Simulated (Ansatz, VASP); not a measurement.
# Two plane-wave programs on GaIr2

```
Ga Ir
1.0
     0.00000    3.68232    3.68232
     3.68232    0.00000    3.68232
     3.68232    3.68232    0.00000
Ga Ir
2 4
Cartesian
  3.6823 3.6823 3.6823
  5.5235 5.5235 5.5235
  0.9206 0.9206 0.9206
  0.9206 2.7617 2.7617
  2.7617 2.7617 0.9206
  2.7617 0.9206 2.7617
```

Alike in both runs: functional PBE; k mesh 10 × 10 × 10; occupations gaussian, width 0.1 eV; no spin polarisation.

Ansatz relaxed the structure, and its values are those at the end. VASP's run is a single point on that final structure, the one shown.

|  | VASP | Ansatz |
| --- | --- | --- |
| version | VASP 6.6.1 | Ansatz 0.2.0 |
| potentials or method | VASP PAW PBE potentials, release 64 (Ga_d, Ir), cutoff 520 eV | scalar-relativistic, plane waves, PAW |
| valence electrons in the cell | 62 | 94 |

Ansatz gave:

```
gap on the k mesh at the Fermi level (eV) : none
pressure (GPa)                            : 0.0
```

Estimate VASP's values.

gap on the k mesh at the Fermi level (eV): none; pressure (GPa): 0.4.

A gap of «none» marks a metal or a gap that the smearing closes. VASP's potentials hold 62 valence electrons a cell and Ansatz's 94, so a difference there can come from the potentials and not from the codes.

Neither program's run includes spin-orbit coupling.
